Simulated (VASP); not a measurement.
Write the native input for VASP 6.6.1 that does the following.

| Quantity | Value |
| --- | --- |
| Task | single point |
| Functional | PBE |
| Potentials or basis | VASP PAW PBE potentials, release 64 (Ti_sv, Al) |
| Cutoff | 520 eV |
| k mesh | 12 × 12 × 12 |
| Occupations | gaussian, width 0.1 eV |
| Spin | no spin polarisation |
| Dipole correction | no |
| Further INCAR settings | ALGO = Fast; EDIFF = 1e-06; NBANDS = 28 |

The structure of Ti3Al lies in POSCAR:

```
Ti3Al
1.0
    4.0521071114      0.0000000000      0.0000000000
    0.0000000000      4.0521071114      0.0000000000
    0.0000000000      0.0000000000      4.0500780677
Ti Al
3 1
Direct
    0.0000000000      0.5000000000      0.5000000000
    0.5000000000      0.0000000000      0.5000000000
    0.5000000000      0.5000000000      0.0000000000
    0.0000000000      0.0000000000      0.0000000000
```

One way to write it, as run:

INCAR

```
SYSTEM = Ti3Al
ALGO = Fast
EDIFF = 1E-6
ENCUT = 520
GGA = PE
ISIF = 2
ISMEAR = 0
LASPH = .TRUE.
LCHARG = .TRUE.
LELF = .TRUE.
LREAL = .FALSE.
LVHAR = .TRUE.
LWAVE = .FALSE.
NBANDS = 28
NELM = 60
PREC = Accurate
SIGMA = 0.1
```

KPOINTS

```
k-points
0
G
  12 12 12
  0 0 0
```

Potentials or basis: VASP PAW PBE potentials, release 64 (Ti_sv, Al).

Launch:

```console
$ cat potpaw_PBE.64/Ti_sv/POTCAR potpaw_PBE.64/Al/POTCAR > POTCAR
$ mpirun -np 1 vasp_std > vasp.out
```

Results of the run:

```
Pressure               : -0.1 GPa
Band gap on the k mesh : zero (an odd number of electrons rules out a gap without spin polarisation)
```

Wall time 25 min on 1 thread of Intel Xeon 8259CL, with other jobs on the host, peak memory 0.39 GiB.
